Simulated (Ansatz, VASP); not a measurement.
ZnS in VASP and in Ansatz

```
Zn S
1.0
     0.05409    2.73170    2.73170
     2.73170    0.05409    2.73170
     2.73170    2.73170    0.05409
Zn S
1 1
Direct
  0.00000 0.00000 0.00000
  0.75000 0.75000 0.75000
```

Change from the starting cell: equal xy, yz and zx shear strains of +2 %.

Alike in both runs: task single point; functional PBEsol; k mesh 8 × 8 × 8; occupations fermi-dirac, width 0.01 eV; no spin polarisation.

|  | VASP | Ansatz |
| --- | --- | --- |
| version | VASP 6.6.1 | Ansatz 0.2.0 |
| potentials or method | VASP PAW PBE potentials, release 64 (Zn, S), cutoff 520 eV | all-electron LAPW, scalar-relativistic |

VASP gave:

- gap on the k mesh at the Fermi level (eV): 1.92
- pressure (GPa): -1.9
- traceless stress, the component that is largest in VASP (GPa): -1.27
- rms of the force components (eV/Å): 0.088

**Question.** What did Ansatz give for the same quantities?

**Answer.** gap on the k mesh at the Fermi level (eV): 1.92; pressure (GPa): -2.0; traceless stress, the component that is largest in VASP (GPa): -1.26; rms of the force components (eV/Å): 0.087.

VASP's potentials were made for PBE, not for PBEsol. Atom by atom the forces differ by 0.002 eV/Å (rms over components). Ansatz ran all-electron here, and VASP with PAW potentials.
